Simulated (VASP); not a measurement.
# Si (Ia-3) in VASP: electric field gradients with LDA

Aim: the electric field gradients of Si with LDA.

Program: VASP 6.6.1. These are calculated values, not measurements. Logs are shortened: lines on timing, memory, paths and dates and some standing lists are left out, and cuts for length are marked.

### Step 1. The cell of the first run

The structure is cubic, space group Ia-3 (No. 206). Conventional cell: a = 6.636 Å, b = 6.636 Å, c = 6.636 Å, α = 90.00°, β = 90.00°, γ = 90.00°. Si (site symmetry 3) has 4 Si at 2.34 to 2.39 Å within 3.1 Å.

### Step 2. Electric field gradients, LDA

Input file INCAR:

```
PREC     = Accurate       # precision mode
ENCUT    = 520            # plane-wave cutoff, eV
EDIFF    = 1E-8           # SCF threshold, eV
ISMEAR   = -1             # smearing method
SIGMA    = 0.05           # smearing width, eV
LREAL    = F              # projectors in reciprocal space
LASPH    = T              # aspherical terms in the spheres
NELM     = 100            # most SCF steps
ALGO     = Normal         # electronic algorithm
ISIF     = 2              # what is computed and relaxed
LWAVE    = F              # write WAVECAR
LCHARG   = F              # write CHGCAR
LEFG     = T            
NBANDS   = 26             # bands
```

Input file KPOINTS:

```
regular mesh
0
Gamma
  10 10 10
```

Input file POSCAR:

```
Si
1.0
   -3.3180000000      3.3180000000      3.3180000000
    3.3180000000     -3.3180000000      3.3180000000
    3.3180000000      3.3180000000     -3.3180000000
Si
8
Direct
    0.2033210781      0.2033210781      0.2033210781
    0.5000000000      0.0000000000      0.2966789219
    0.2966789219      0.5000000000      0.0000000000
    0.0000000000      0.2966789219      0.5000000000
    0.7966789219      0.7966789219      0.7966789219
    0.5000000000      0.0000000000      0.7033210781
    0.7033210781      0.5000000000      0.0000000000
    0.0000000000      0.7033210781      0.5000000000
```

Potentials or basis: VASP PAW LDA potentials, release 64 (Si).

Started as:

```bash
$ cat potpaw_LDA.64/Si/POTCAR > POTCAR
$ mpirun -np 1 vasp_std > vasp.out
```

OUTCAR:

```text
PREC = Accurate
   ENCUT = 520
   EDIFF = 1E-8
   ISMEAR = -1
   LREAL = F
   LASPH = T
   NELM = 100
   ISIF = 2

 ion  position               nearest neighbor table
   1  0.203  0.203  0.203-   5 2.34   3 2.39   4 2.39   2 2.39
   2  0.500  0.000  0.297-   6 2.34   4 2.39   1 2.39   3 2.39
   3  0.297  0.500  0.000-   7 2.34   1 2.39   2 2.39   4 2.39
   4  0.000  0.297  0.500-   8 2.34   3 2.39   1 2.39   2 2.39
   5  0.797  0.797  0.797-   1 2.34   7 2.39   6 2.39   8 2.39
   6  0.500  0.000  0.703-   2 2.34   5 2.39   7 2.39   8 2.39
   7  0.703  0.500  0.000-   3 2.34   5 2.39   8 2.39   6 2.39
   8  0.000  0.703  0.500-   4 2.34   5 2.39   6 2.39   7 2.39

  LATTYP: Found a body centered cubic cell.
 ALAT       =     6.6360000000

  Lattice vectors:

 A1 = (  -3.3180000000,   3.3180000000,   3.3180000000)
 A2 = (   3.3180000000,  -3.3180000000,   3.3180000000)
 A3 = (   3.3180000000,   3.3180000000,  -3.3180000000)

Analysis of symmetry for initial positions (statically):
=====================================================================
 Subroutine PRICEL returns:
 Original cell was already a primitive cell.

 Routine SETGRP: Setting up the symmetry group for a
 body centered cubic supercell.

 Subroutine GETGRP returns: Found 24 space group operations
 (whereof  6 operations were pure point group operations)
 out of a pool of 48 trial point group operations.

The static configuration has the point symmetry S_6 .
 The point group associated with its full space group is T_h .

Analysis of symmetry for dynamics (positions and initial velocities):
=====================================================================
 Subroutine PRICEL returns:
 Original cell was already a primitive cell.

 Routine SETGRP: Setting up the symmetry group for a
 body centered cubic supercell.

 Subroutine GETGRP returns: Found 24 space group operations
 (whereof  6 operations were pure point group operations)
 out of a pool of 48 trial point group operations.

The dynamic configuration has the point symmetry S_6 .
 The point group associated with its full space group is T_h .

 Subroutine INISYM returns: Found 24 space group operations
 (whereof  6 operations are pure point group operations),
 and found     1 'primitive' translations

----------------------------------------------------------------------------------------

                                     Primitive cell

  volume of cell :     146.1131

  direct lattice vectors                    reciprocal lattice vectors
    -3.318000000  3.318000000  3.318000000     0.000000000  0.150693189  0.150693189
     3.318000000 -3.318000000  3.318000000     0.150693189  0.000000000  0.150693189
     3.318000000  3.318000000 -3.318000000     0.150693189  0.150693189  0.000000000

  length of vectors
     5.746944580  5.746944580  5.746944580     0.213112351  0.213112351  0.213112351

  position of ions in fractional coordinates (direct lattice)
     0.203321078  0.203321078  0.203321078
     0.500000000  0.000000000  0.296678922
     0.296678922  0.500000000  0.000000000
     0.000000000  0.296678922  0.500000000
     0.796678922  0.796678922  0.796678922
     0.500000000  0.000000000  0.703321078
     0.703321078  0.500000000  0.000000000
     0.000000000  0.703321078  0.500000000

  ion indices of the primitive-cell ions
   primitive index   ion index
                 1           1
                 2           2
                 3           3
                 4           4
                 5           5
                 6           6
                 7           7
                 8           8

----------------------------------------------------------------------------------------

 KPOINTS: regular mesh

Automatic generation of k-mesh.
 Grid dimensions read from file:
[... 64 lines left out ...]
   NELM   =    100;   NELMIN=  2; NELMDL= -5     # of ELM steps
   EDIFF  = 0.1E-07   stopping-criterion for ELM
   LREAL  =      F    real-space projection
   EDIFFG = 0.1E-06   stopping-criterion for IOM
   NSW    =      0    number of steps for IOM
   IBRION =     -1    ionic relax: 0-MD 1-quasi-New 2-CG
   NFREE  =      0    steps in history (QN), initial steepest desc. (CG)
   ISIF   =      2    stress and relaxation
   ISYM   =      2    0-nonsym 1-usesym 2-fastsym
   POTIM  = 0.5000    time-step for ionic-motion
   TEBEG  =    0.0;   TEEND  =   0.0 temperature during run
   PSTRESS=    0.0 pullay stress
   NELECT =      32.0000    total number of electrons
   NUPDOWN=      -1.0000    fix difference up-down
   EMIN   =  10.00;   EMAX   =-10.00  energy-range for DOS
   EFERMI =   0.00;   METHOD = LEGACY
   ISMEAR =    -1;   SIGMA  =   0.05  broadening in eV -4-tet -1-fermi 0-gaus
   EFERMI_NEDOS =   21; number of points for ismear=-14 and -15
   IALGO  =     38    algorithm
   IMIX   =      4    mixing-type and parameters
     AMIX     =   0.40;   BMIX     =  1.00
     AMIX_MAG =   1.60;   BMIX_MAG =  1.00
  volume/ion in A,a.u.               =      18.26       123.25
  Fermi-wavevector in a.u.,A,eV,Ry     =   0.986798  1.864779 13.248960  0.973771
  Thomas-Fermi vector in A             =   2.118206
   LORBIT       =      0    0 simple, 1 ext, 2 COOP (PROOUT), +10 PAW based schemes
   GGA     = CA    functional components
   LHFCALC =     F    Hartree Fock is set to
   AEXX    =    0.0000 exact exchange contribution
   IVDW    =     0    specifies the selected vdW correction
   LEPSILON=     F    determine dielectric tensor
   LRPA    =     F    only Hartree local field effects (RPA)
 non-spin polarized calculation
  energy-cutoff  :      520.00
  volume of cell :      146.11
 maximum number of plane-waves:      3997
 NGX is ok and might be reduce to    48
   NGX = 21   NGY = 21   NGZ = 21

 number of electron      32.0000000 magnetization

 Free energy of the ion-electron system (eV)
  ---------------------------------------------------
  ext. energy  EPLUGINS =         0.00000000
  ---------------------------------------------------
  free energy    TOTEN  =       -46.66870386 eV

  energy without entropy =      -46.66160882  energy(sigma->0) =      -46.66515634

 E-fermi :   7.0525     XC(G=0): -10.1040

 val. band max:        6.9914536187   @ k =   0.5000   0.5000   0.4000
 cond. band min:       7.0553759522   @ k =  -0.4000  -0.4000   0.2000
 fundamental gap:      0.0639223336
 Fermi energy:         7.0525307869

 k-point     1 :       0.0000    0.0000    0.0000
  band No.  band energies     occupation
      1      -5.6129      2.00000
      2      -1.2616      2.00000
      3      -0.9032      2.00000
      4      -0.9032      2.00000
      5      -0.9032      2.00000
      6       0.6191      2.00000
[... 685 lines left out ...]
     25      11.7195      0.00000
     26      12.0700      0.00000

 [... further k-points ...]
[... 5 lines left out ...]
  --------------------------------------------------------------------------------------
  -------------------------------------------------------------------------------------
  Total       -2.5258642     -2.5258642     -2.5258642      0.0000000      0.0000000     -0.0000000
  in kB      -27.6969184    -27.6969184    -27.6969184      0.0000000      0.0000000     -0.0000000
  external PRESSURE =     -27.6969184 kB  Pullay stress =       0.0000000 kB

 VOLUME and BASIS-vectors are now :
 -----------------------------------------------------------------------------
  energy-cutoff  :      520.00
  volume of cell :      146.11
      direct lattice vectors                 reciprocal lattice vectors
    -3.318000000  3.318000000  3.318000000     0.000000000  0.150693189  0.150693189
     3.318000000 -3.318000000  3.318000000     0.150693189  0.000000000  0.150693189
     3.318000000  3.318000000 -3.318000000     0.150693189  0.150693189  0.000000000

 POSITION                                       TOTAL-FORCE (eV/Angst)
 -----------------------------------------------------------------------------------
      0.67462      0.67462      0.67462        -0.020773     -0.020773     -0.020773
     -0.67462      2.64338      0.67462         0.020773      0.020773     -0.020773
      0.67462     -0.67462      2.64338        -0.020773      0.020773      0.020773
      2.64338      0.67462     -0.67462         0.020773     -0.020773      0.020773
      2.64338      2.64338      2.64338         0.020773      0.020773      0.020773
      0.67462      3.99262     -0.67462        -0.020773     -0.020773      0.020773
     -0.67462      0.67462      3.99262         0.020773     -0.020773     -0.020773
      3.99262     -0.67462      0.67462        -0.020773      0.020773     -0.020773
 -----------------------------------------------------------------------------------
    total drift:                                0.000000      0.000000      0.000000

  FREE ENERGIE OF THE ION-ELECTRON SYSTEM (eV)
  ---------------------------------------------------
  free  energy   TOTEN  =       -46.6687038615 eV

  energy  without entropy=      -46.6616088186  energy(sigma->0) =      -46.66515634

 Electric field gradients (V/A^2)
---------------------------------------------------------------------
 ion       V_xx      V_yy      V_zz      V_xy      V_xz      V_yz
---------------------------------------------------------------------
   1      -0.000    -0.000     0.000    -5.386    -5.386    -5.386
   2      -0.000    -0.000     0.000    -5.386     5.386     5.386
   3       0.000    -0.000    -0.000     5.386     5.386    -5.386
   4      -0.000     0.000    -0.000     5.386    -5.386     5.386
   5      -0.000    -0.000     0.000    -5.386    -5.386    -5.386
   6      -0.000    -0.000     0.000    -5.386     5.386     5.386
   7       0.000    -0.000    -0.000     5.386     5.386    -5.386
   8      -0.000     0.000    -0.000     5.386    -5.386     5.386
---------------------------------------------------------------------

 Electric field gradients after diagonalization (V/A^2)
 (convention: |V_zz| > |V_xx| > |V_yy|)
----------------------------------------------------------------------
 ion       V_xx      V_yy      V_zz     asymmetry (V_yy - V_xx)/ V_zz
----------------------------------------------------------------------
   1       5.386     5.386   -10.773       0.000
   2       5.387     5.386   -10.773       0.000
   3       5.387     5.386   -10.773       0.000
   4       5.387     5.386   -10.773       0.000
   5       5.386     5.386   -10.773       0.000
   6       5.387     5.386   -10.773       0.000
   7       5.387     5.386   -10.773       0.000
   8       5.387     5.386   -10.773       0.000
----------------------------------------------------------------------

           NMR quadrupolar parameters

 Cq : quadrupolar parameter    Cq=e*Q*V_zz/h
 eta: asymmetry parameters     (V_yy - V_xx)/ V_zz
 Q  : nuclear electric quadrupole moment in mb (millibarn)
----------------------------------------------------------------------
 ion       Cq(MHz)       eta       Q (mb)
----------------------------------------------------------------------
   1      -0.026       0.000       1.000
   2      -0.026       0.000       1.000
   3      -0.026       0.000       1.000
   4      -0.026       0.000       1.000
   5      -0.026       0.000       1.000
   6      -0.026       0.000       1.000
   7      -0.026       0.000       1.000
   8      -0.026       0.000       1.000
----------------------------------------------------------------------
```

It took 2.4 min on 1 thread of Intel Xeon 6975P-C (Granite Rapids), shared host; peak memory 0.33 GiB.

What came out:

```
Free energy                             : -46.6687 eV
Pressure                                : -2.8 GPa
Largest force                           : 0.036 eV/Å
Band gap on the k mesh                  : zero (bands 16 and 17 overlap by 0.19 eV)
Largest electric field gradient by atom : Si -10.8 V/Å²
```

Forces on the atoms (eV/Å):
```
Si  -0.021 -0.021 -0.021
Si   0.021  0.021 -0.021
Si  -0.021  0.021  0.021
Si   0.021 -0.021  0.021
Si   0.021  0.021  0.021
Si  -0.021 -0.021  0.021
Si   0.021 -0.021 -0.021
Si  -0.021  0.021 -0.021
```

Electric field gradients, principal values (V/Å²):
```
atom  least  middle  greatest (by size)
1 Si  5.386   5.386             -10.773
2 Si  5.386   5.387             -10.773
3 Si  5.386   5.387             -10.773
4 Si  5.386   5.387             -10.773
5 Si  5.386   5.386             -10.773
6 Si  5.386   5.387             -10.773
7 Si  5.386   5.387             -10.773
8 Si  5.386   5.387             -10.773
```

Caveat: semilocal functionals underestimate gaps, and a narrow one can read as zero; without QUAD_EFG the Cq values of the log hold for a quadrupole moment of 1 mb, not for the nuclei.

The gap in the log of VASP goes by the Fermi energy; the results here count the filled bands.